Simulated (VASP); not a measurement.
# Al2BN3 (P-4m2) in VASP: further runs

Runs on Al2BN3. Level: PBE. Tasks: single point.

Everything below comes from runs of VASP 6.6.1. Logs are shortened: lines on timing, memory, paths and dates and some standing lists are left out, and cuts for length are marked.

## Step 1: The cell of the first run

The structure is tetragonal, space group P-4m2 (No. 115). The conventional cell has a = 3.307 Å, b = 3.307 Å, c = 5.501 Å, α = 90.00°, β = 90.00°, γ = 90.00°. Within 2.9 Å of Al (site symmetry 2mm) lie 2 B at 2.21 Å and 7 N at 2.21 to 2.36 Å. Within 2.9 Å of B (site symmetry -4m2) lie 4 Al at 2.21 Å and 8 N at 2.34 to 2.43 Å. Within 2.9 Å of N (site symmetry -4m2) lie 4 Al at 2.21 Å and 4 B at 2.34 Å and 4 N at 2.43 Å. N (site symmetry 2mm) has 5 Al at 2.25 to 2.36 Å and 2 B at 2.43 Å and 2 N at 2.43 Å within 3.0 Å.

## Step 2: Single point, PBE

INCAR

```
SYSTEM = Al2BN3
PREC = Accurate ; ENCUT = 520
EDIFF = 1E-6 ; ISMEAR = 0
SIGMA = 0.1 ; LREAL = .FALSE.
LASPH = .TRUE. ; NELM = 60
ALGO = Normal ; ISIF = 2
LWAVE = .FALSE. ; LCHARG = .TRUE.
GGA = PE ; LELF = .TRUE.
LVHAR = .TRUE. ; NBANDS = 21
```

KPOINTS

```
Automatic mesh
0
G
  6 6 4
  0 0 0
```

POSCAR

```
Al2BN3
1.0
    3.3068103300      0.0000000000      0.0000000000
    0.0000000000      3.3068103300      0.0000000000
    0.0000000000      0.0000000000      5.5006673300
Al B N
2 1 3
Direct
    0.5000000000      0.0000000000      0.2671410100
    0.0000000000      0.5000000000      0.7328589900
    0.5000000000      0.5000000000      0.0000000000
    0.0000000000      0.0000000000      0.0000000000
    0.5000000000      0.0000000000      0.6756250300
    0.0000000000      0.5000000000      0.3243749700
```

Potentials or basis: VASP PAW PBE potentials, release 64 (Al, B, N).

The run is started by

```bash
> cat potpaw_PBE.64/Al/POTCAR potpaw_PBE.64/B/POTCAR potpaw_PBE.64/N/POTCAR > POTCAR
> mpirun -np 1 vasp_std > vasp.out
```

OUTCAR:

```text
SYSTEM = Al2BN3
   PREC = Accurate
   ENCUT = 520
   EDIFF = 1E-6
   ISMEAR = 0
   LREAL = .FALSE.
   LASPH = .TRUE.
   NELM = 60
   ISIF = 2
   GGA = PE

 ion  position               nearest neighbor table
   1  0.500  0.000  0.267-   3 2.21   4 2.21   3 2.21   4 2.21   5 2.25   6 2.36   6 2.36   6 2.36
                             6 2.36
   2  0.000  0.500  0.733-   3 2.21   4 2.21   4 2.21   3 2.21   6 2.25   5 2.36   5 2.36   5 2.36
                             5 2.36
   3  0.500  0.500  0.000-   1 2.21   2 2.21   1 2.21   2 2.21
   4  0.000  0.000  0.000-   1 2.21   2 2.21   2 2.21   1 2.21
   5  0.500  0.000  0.676-   1 2.25   2 2.36   2 2.36   2 2.36   2 2.36
   6  0.000  0.500  0.324-   2 2.25   1 2.36   1 2.36   1 2.36   1 2.36

  LATTYP: Found a simple tetragonal cell.
 ALAT       =     3.3068103300
 C/A-ratio  =     1.6634359945

  Lattice vectors:

 A1 = (   3.3068103300,   0.0000000000,   0.0000000000)
 A2 = (   0.0000000000,   3.3068103300,   0.0000000000)
 A3 = (   0.0000000000,   0.0000000000,   5.5006673300)

Analysis of symmetry for initial positions (statically):
=====================================================================
 Subroutine PRICEL returns:
 Original cell was already a primitive cell.

 Routine SETGRP: Setting up the symmetry group for a
 simple tetragonal supercell.

 Subroutine GETGRP returns: Found  8 space group operations
 (whereof  8 operations were pure point group operations)
 out of a pool of 16 trial point group operations.

The static configuration has the point symmetry D_2d.

Analysis of symmetry for dynamics (positions and initial velocities):
=====================================================================
 Subroutine PRICEL returns:
 Original cell was already a primitive cell.

 Routine SETGRP: Setting up the symmetry group for a
 simple tetragonal supercell.

 Subroutine GETGRP returns: Found  8 space group operations
 (whereof  8 operations were pure point group operations)
 out of a pool of 16 trial point group operations.

The dynamic configuration has the point symmetry D_2d.

 Subroutine INISYM returns: Found  8 space group operations
 (whereof  8 operations are pure point group operations),
 and found     1 'primitive' translations

----------------------------------------------------------------------------------------

                                     Primitive cell

  volume of cell :      60.1498

  direct lattice vectors                    reciprocal lattice vectors
     3.306810330  0.000000000  0.000000000     0.302406216  0.000000000  0.000000000
     0.000000000  3.306810330  0.000000000     0.000000000  0.302406216  0.000000000
     0.000000000  0.000000000  5.500667330     0.000000000  0.000000000  0.181796124

  length of vectors
     3.306810330  3.306810330  5.500667330     0.302406216  0.302406216  0.181796124

  position of ions in fractional coordinates (direct lattice)
     0.500000000  0.000000000  0.267141010
     0.000000000  0.500000000  0.732858990
     0.500000000  0.500000000  0.000000000
     0.000000000  0.000000000  0.000000000
     0.500000000  0.000000000  0.675625030
     0.000000000  0.500000000  0.324374970

  ion indices of the primitive-cell ions
   primitive index   ion index
                 1           1
                 2           2
                 3           3
                 4           4
                 5           5
                 6           6

----------------------------------------------------------------------------------------

 KPOINTS: Automatic mesh

Automatic generation of k-mesh.
 Grid dimensions read from file:
 generate k-points for:    6    6    4

 Generating k-lattice:

  Cartesian coordinates                     Fractional coordinates (reciprocal lattice)
     0.050401036  0.000000000  0.000000000     0.166666667  0.000000000  0.000000000
     0.000000000  0.050401036  0.000000000     0.000000000  0.166666667  0.000000000
     0.000000000  0.000000000  0.045449031     0.000000000  0.000000000  0.250000000

  Length of vectors
     0.050401036  0.050401036  0.045449031

  Shift w.r.t. Gamma in fractional coordinates (k-lattice)
     0.000000000  0.000000000  0.000000000

 Subroutine IBZKPT returns following result:
 ===========================================

 Found     30 irreducible k-points:

 Following reciprocal coordinates:
            Coordinates               Weight
  0.000000  0.000000  0.000000      1.000000
  0.166667  0.000000  0.000000      4.000000
  0.333333  0.000000  0.000000      4.000000
  0.500000  0.000000  0.000000      2.000000
  0.166667  0.166667  0.000000      4.000000
  0.333333  0.166667  0.000000      8.000000
[... 16 lines left out ...]
  0.333333  0.000000  0.500000      4.000000
  0.500000  0.000000  0.500000      2.000000
 [... further k-points ...]
   k-points           NKPTS =     30   k-points in BZ     NKDIM =     30   number of bands    NBANDS=     21
   number of dos      NEDOS =    301   number of ions     NIONS =      6
   total plane-waves  NPLWV =  32928
   dimension x,y,z NGX =    28 NGY =   28 NGZ =   42
   dimension x,y,z NGXF=    56 NGYF=   56 NGZF=   84
   ions per type =               2   1   3
   NGX,Y,Z   is equivalent  to a cutoff of  14.08, 14.08, 12.69 a.u.
   NGXF,Y,Z  is equivalent  to a cutoff of  28.15, 28.15, 25.39 a.u.
 SYSTEM =  Al2BN3
   PREC   = accura    normal or accurate (medium, high low for compatibility)
   ISTART =      0    job   : 0-new  1-cont  2-samecut
   ICHARG =      2    charge: 1-file 2-atom 10-const
   ISPIN  =      1    spin polarized calculation?
   LNONCOLLINEAR =      F non collinear calculations
   LSORBIT =      F    spin-orbit coupling
   LASPH  =      T    aspherical Exc in radial PAW
   ENCUT  =  520.0 eV  38.22 Ry    6.18 a.u.   6.15  6.15 10.23*2*pi/ulx,y,z
   NELM   =     60;   NELMIN=  2; NELMDL= -5     # of ELM steps
   EDIFF  = 0.1E-05   stopping-criterion for ELM
   LREAL  =      F    real-space projection
   EDIFFG = 0.1E-04   stopping-criterion for IOM
   NSW    =      0    number of steps for IOM
   IBRION =     -1    ionic relax: 0-MD 1-quasi-New 2-CG
   NFREE  =      0    steps in history (QN), initial steepest desc. (CG)
   ISIF   =      2    stress and relaxation
   ISYM   =      2    0-nonsym 1-usesym 2-fastsym
   POTIM  = 0.5000    time-step for ionic-motion
   TEBEG  =    0.0;   TEEND  =   0.0 temperature during run
   PSTRESS=    0.0 pullay stress
   NELECT =      24.0000    total number of electrons
   NUPDOWN=      -1.0000    fix difference up-down
   EMIN   =  10.00;   EMAX   =-10.00  energy-range for DOS
   EFERMI =   0.00;   METHOD = LEGACY
   ISMEAR =     0;   SIGMA  =   0.10  broadening in eV -4-tet -1-fermi 0-gaus
   EFERMI_NEDOS =   21; number of points for ismear=-14 and -15
   IALGO  =     38    algorithm
   IMIX   =      4    mixing-type and parameters
     AMIX     =   0.40;   BMIX     =  1.00
     AMIX_MAG =   1.60;   BMIX_MAG =  1.00
  volume/ion in A,a.u.               =      10.02        67.65
  Fermi-wavevector in a.u.,A,eV,Ry     =   1.205223  2.277540 19.763299  1.452561
  Thomas-Fermi vector in A             =   2.340925
   LORBIT       =      0    0 simple, 1 ext, 2 COOP (PROOUT), +10 PAW based schemes
   GGA     = PE    functional components
   LHFCALC =     F    Hartree Fock is set to
   AEXX    =    0.0000 exact exchange contribution
   IVDW    =     0    specifies the selected vdW correction
   LEPSILON=     F    determine dielectric tensor
   LRPA    =     F    only Hartree local field effects (RPA)
 non-spin polarized calculation
 Gauss-broadening in eV      SIGMA  =   0.10
  energy-cutoff  :      520.00
  volume of cell :       60.15
 maximum number of plane-waves:      1648
 NGX is ok and might be reduce to    28
   NGX = 13   NGY = 13   NGZ = 21

 number of electron      24.0000000 magnetization

 Free energy of the ion-electron system (eV)
  ---------------------------------------------------
  ext. energy  EPLUGINS =         0.00000000
  ---------------------------------------------------
  free energy    TOTEN  =       -31.98256154 eV

  energy without entropy =      -31.95752008  energy(sigma->0) =      -31.97004081

 E-fermi :   6.6222     XC(G=0): -11.2902

 val. band max:        6.6178945484   @ k =   0.1667   0.0000   0.5000
 cond. band min:       6.6231379479   @ k =   0.5000   0.0000   0.5000
 fundamental gap:      0.0052433995
 Fermi energy:         6.6222311090

 k-point     1 :       0.0000    0.0000    0.0000
  band No.  band energies     occupation
      1     -10.0243      2.00000
      2      -6.7805      2.00000
      3      -6.4621      2.00000
      4       1.1708      2.00000
      5       1.4024      2.00000
      6       2.0737      2.00000
[... 13 lines left out ...]
     20      15.3515      0.00000
     21      17.1396      0.00000

 k-point     2 :       0.1667    0.0000    0.0000
  band No.  band energies     occupation
      1      -9.7790      2.00000
      2      -6.7000      2.00000
      3      -6.3693      2.00000
      4      -0.4653      2.00000
      5       1.1916      2.00000
      6       2.3339      2.00000
[... 13 lines left out ...]
     20      16.0129      0.00000
     21      16.4818      0.00000

 k-point     3 :       0.3333    0.0000    0.0000
  band No.  band energies     occupation
      1      -9.1248      2.00000
      2      -6.7795      2.00000
      3      -6.1030      2.00000
      4      -1.8955      2.00000
      5       0.6253      2.00000
      6       1.3747      2.00000
[... 13 lines left out ...]
     20      15.4960      0.00000
     21      15.9567      0.00000

 k-point     4 :       0.5000    0.0000    0.0000
  band No.  band energies     occupation
      1      -8.5869      2.00000
      2      -7.1065      2.00000
      3      -5.9233      2.00000
      4      -2.2771      2.00000
      5       0.1724      2.00000
      6       0.6775      2.00000
[... 13 lines left out ...]
     20      15.0314      0.00000
     21      15.1127      0.00000

 k-point     5 :       0.1667    0.1667    0.0000
  band No.  band energies     occupation
      1      -9.5378      2.00000
      2      -6.5997      2.00000
      3      -6.3073      2.00000
      4      -0.5804      2.00000
      5       0.2813      2.00000
      6       2.1948      2.00000
[... 13 lines left out ...]
     20      15.2508      0.00000
     21      16.1343      0.00000

 k-point     6 :       0.3333    0.1667    0.0000
  band No.  band energies     occupation
      1      -8.8966      2.00000
      2      -6.6383      2.00000
      3      -6.0957      2.00000
      4      -1.6714      2.00000
      5       0.4776      2.00000
      6       1.5596      2.00000
[... 13 lines left out ...]
     20      15.1847      0.00000
     21      15.9895      0.00000

 k-point     7 :       0.5000    0.1667    0.0000
  band No.  band energies     occupation
      1      -8.3721      2.00000
      2      -6.9451      2.00000
      3      -5.9288      2.00000
      4      -2.0544      2.00000
      5       0.4194      2.00000
      6       0.9190      2.00000
[... 13 lines left out ...]
     20      14.9803      0.00000
     21      16.3902      0.00000
[... 291 lines left out ...]
      1      -7.3299      2.00000
      2      -6.3384      2.00000
      3      -6.3384      2.00000
      4      -0.8440      2.00000
      5      -0.1075      2.00000
      6      -0.1075      2.00000
[... 13 lines left out ...]
     20      16.4631      0.00000
     21      17.6558      0.00000

 k-point    21 :       0.0000    0.0000    0.5000
  band No.  band energies     occupation
      1      -9.6698      2.00000
      2      -8.2486      2.00000
      3      -5.1304      2.00000
      4       1.2328      2.00000
      5       1.3200      2.00000
      6       2.2903      2.00000
[... 13 lines left out ...]
     20      16.4706      0.00000
     21      16.9777      0.00000

 k-point    22 :       0.1667    0.0000    0.5000
  band No.  band energies     occupation
      1      -9.4442      2.00000
      2      -8.0335      2.00000
      3      -5.2513      2.00000
      4      -0.3541      2.00000
      5       1.4357      2.00000
      6       2.4624      2.00000
[... 13 lines left out ...]
     20      16.0587      0.00000
     21      16.7184      0.00000

 k-point    23 :       0.3333    0.0000    0.5000
  band No.  band energies     occupation
      1      -8.8721      2.00000
      2      -7.4791      2.00000
      3      -5.7170      2.00000
      4      -2.1902      2.00000
      5       1.3999      2.00000
      6       2.2710      2.00000
[... 13 lines left out ...]
     20      15.4026      0.00000
     21      16.0735      0.00000

 k-point    24 :       0.5000    0.0000    0.5000
  band No.  band energies     occupation
      1      -8.4692      2.00000
      2      -7.0140      2.00000
      3      -6.2280      2.00000
      4      -2.9613      2.00000
      5       1.1595      2.00000
      6       2.5224      2.00000
[... 13 lines left out ...]
     20      14.6812      0.00000
     21      15.6402      0.00000

 [... further k-points ...]
[... 5 lines left out ...]
  --------------------------------------------------------------------------------------
  -------------------------------------------------------------------------------------
  Total       -9.1682166     -9.1682166      0.3441859      0.0000000      0.0000000      0.0000000
  in kB     -244.2089059   -244.2089059      9.1678972      0.0000000      0.0000000      0.0000000
  external PRESSURE =    -159.7499715 kB  Pullay stress =       0.0000000 kB

 VOLUME and BASIS-vectors are now :
 -----------------------------------------------------------------------------
  energy-cutoff  :      520.00
  volume of cell :       60.15
      direct lattice vectors                 reciprocal lattice vectors
     3.306810330  0.000000000  0.000000000     0.302406216  0.000000000  0.000000000
     0.000000000  3.306810330  0.000000000     0.000000000  0.302406216  0.000000000
     0.000000000  0.000000000  5.500667330     0.000000000  0.000000000  0.181796124

 POSITION                                       TOTAL-FORCE (eV/Angst)
 -----------------------------------------------------------------------------------
      1.65341      0.00000      1.46945         0.000000      0.000000      2.367729
      0.00000      1.65341      4.03121         0.000000      0.000000     -2.367729
      1.65341      1.65341      0.00000         0.000000     -0.000000      0.000000
      0.00000      0.00000      0.00000         0.000000     -0.000000      0.000000
      1.65341      0.00000      3.71639        -0.000000      0.000000     -2.383982
      0.00000      1.65341      1.78428         0.000000      0.000000      2.383982
 -----------------------------------------------------------------------------------
    total drift:                                0.000000      0.000000     -0.000000

  FREE ENERGIE OF THE ION-ELECTRON SYSTEM (eV)
  ---------------------------------------------------
  free  energy   TOTEN  =       -31.9825615410 eV

  energy  without entropy=      -31.9575200759  energy(sigma->0) =      -31.97004081
```

It took 18 s on 1 thread of Intel Xeon 6975P-C (Granite Rapids), shared host; peak memory 0.18 GiB.

What came out:

```yaml
Free_energy: -31.9826 eV
Pressure: -16.0 GPa
Largest_force: 2.384 eV/Å
Band_gap_on_the_k_mesh: zero (band 12 reaches 6.72 eV, above the bottom of band 13 at 6.15 eV)
```

Forces on the atoms (eV/Å):
```
Al   0.000  0.000  2.368
Al   0.000  0.000 -2.368
B    0.000  0.000  0.000
N    0.000  0.000  0.000
N    0.000  0.000 -2.384
N    0.000  0.000  2.384
```

Levels at points of the mesh, in eV from the Fermi level:
```
           k point  band 9  band 10  band 11  band 12  band 13  band 14  band 15  band 16
(0.00, 0.00, 0.00)   -1.18    -1.18    -0.99    -0.99    -0.47     0.74     3.99     3.99
(0.50, 0.00, 0.00)   -1.83    -1.07    -0.71    -0.48     0.44     1.16     1.50     1.75
(0.50, 0.50, 0.00)   -4.12    -2.47    -2.47    -2.29     0.90     3.09     3.81     3.81
(0.00, 0.00, 0.50)   -2.37    -2.26    -0.20    -0.08     0.08     0.08     3.35     4.03
(0.50, 0.00, 0.50)   -2.35    -1.75    -0.63    -0.49     0.00     1.23     1.74     2.85
(0.50, 0.50, 0.50)   -1.84    -1.18    -1.18    -0.69    -0.19     1.72     2.74     2.74
```

Caveat: forces of over 1 eV/Å act on the atoms, so gaps and moduli don't describe the material at rest.

(Continued in part 2 of 3.)
